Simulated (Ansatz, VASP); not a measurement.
ZnSe: VASP beside Ansatz

```
Zn Se
1.0
     4.08781    0.00000    0.00000
     0.00000    4.08781    0.00000
     0.00000    0.00000    5.61335
Zn Se
2 2
Direct
  0.00000 0.00000 0.00000
  0.50000 0.50000 0.00000
  0.00000 0.50000 0.23199
  0.50000 0.00000 0.76801
```

Alike in both runs: task single point; functional PBEsol; k mesh 8 × 8 × 6; occupations gaussian, width 0.05 eV; no spin polarisation.

|  | VASP | Ansatz |
| --- | --- | --- |
| version | VASP 6.6.1 | Ansatz 0.2.0 |
| potentials or method | VASP PAW PBE potentials, release 64 (Zn, Se), cutoff 520 eV | scalar-relativistic, plane waves, PAW |
| valence electrons in the cell | 36 | 56 |

|  | VASP | Ansatz | Ansatz less VASP |
| --- | --- | --- | --- |
| gap on the k mesh at the Fermi level (eV) | 1.16 | 1.17 | +0.013 |
| least direct gap on the mesh (eV) | 1.16 | 1.17 | +0.013 |
| pressure (GPa) | 5.2 | 4.9 | -0.33 |
| traceless stress, the component that is largest in VASP (GPa) | 1.23 | 1.28 | +0.041 |
| rms of the force components (eV/Å) | 0.644 | 0.617 | -0.0268 |

VASP's potentials were made for PBE, not for PBEsol, and Ansatz warns of the same on its side. Atom by atom the forces differ by 0.027 eV/Å (rms over components). VASP's potentials hold 36 valence electrons a cell and Ansatz's 56, so a difference there can come from the potentials and not from the codes.
